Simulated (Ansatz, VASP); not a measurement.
# One calculation of Ta, two programs

File INCAR:

```
ALGO = Normal ; DIPOL = 0.5 0.5 0.500
EDIFF = 1E-6 ; ENCUT = 520
GGA = PE ; IDIPOL = 3
ISIF = 2 ; ISMEAR = -1
LASPH = True ; LCHARG = True
LDIPOL = True ; LELF = True
LREAL = False ; LVACPOTAV = True
LVHAR = True ; LWAVE = False
NBANDS = 42 ; NELM = 100
PREC = Accurate ; SIGMA = 0.08
```

File KPOINTS:

```
k-points
0
Gamma
  9 9 1
```

File POSCAR:

```
Ta
1.0
    4.6945593014      0.0000000000      0.0000000000
   -2.3472796507      4.0656076146      0.0000000000
    0.0000000000      0.0000000000     20.7914000000
Ta
6
Direct
    0.1666666665      0.3333333335      0.3847753271
    0.5000000005      0.9999999995      0.4308651962
    0.8333333335      0.6666666665      0.4769550653
    0.1666666665      0.3333333335      0.5230449343
    0.5000000005      0.9999999995      0.5691348038
    0.8333333335      0.6666666665      0.6152246729
```

Input for Ansatz:

```yaml
crystal:
  lattice:
    - [4.6945593014, 0.0, 0.0]
    - [-2.3472796507, 4.0656076146, 0.0]
    - [0.0, 0.0, 20.7914]
  atoms:
    - { symbol: Ta, position: [0.1666666665, 0.3333333335, 0.3847753271] }
    - { symbol: Ta, position: [0.5000000005, 0.9999999995, 0.4308651962] }
    - { symbol: Ta, position: [0.8333333335, 0.6666666665, 0.4769550653] }
    - { symbol: Ta, position: [0.1666666665, 0.3333333335, 0.5230449343] }
    - { symbol: Ta, position: [0.5000000005, 0.9999999995, 0.5691348038] }
    - { symbol: Ta, position: [0.8333333335, 0.6666666665, 0.6152246729] }
kpoints:
  mp_grid: { grid: [9, 9, 1] }
scf:
  occupations: { method: fermi_dirac, width: 0.08 }
hamiltonian:
  xc: pbe
  pseudopotentials: { kind: paw }
output:
  forces: true
  stress: true
  eigenvalues: true
  populations: true
efield:
  axis: 3
  amplitude: 0
  dipole_correction: true
```

Alike in both runs: task single point; functional PBE; k mesh 9 × 9 × 1; occupations fermi-dirac, width 0.08 eV; no spin polarisation.

|  | VASP | Ansatz |
| --- | --- | --- |
| version | VASP 6.6.1 | Ansatz 0.2.0 |
| potentials or method | VASP PAW PBE potentials, release 64 (Ta_pv) | PAW with Ansatz's default frozen-core files, scalar-relativistic |
| plane-wave cutoff (eV) | 520 | 420 |
| valence electrons in the cell | 66 | 78 |

|  | VASP | Ansatz | Ansatz less VASP |
| --- | --- | --- | --- |
| rms of the force components (eV/Å) | 0.768 | 0.767 | -0.0009 |

Atom by atom the forces differ by 0.003 eV/Å (rms over components). VASP's potentials hold 66 valence electrons a cell and Ansatz's 78, so a difference there can come from the potentials and not from the codes.

Spin-orbit coupling is off throughout.
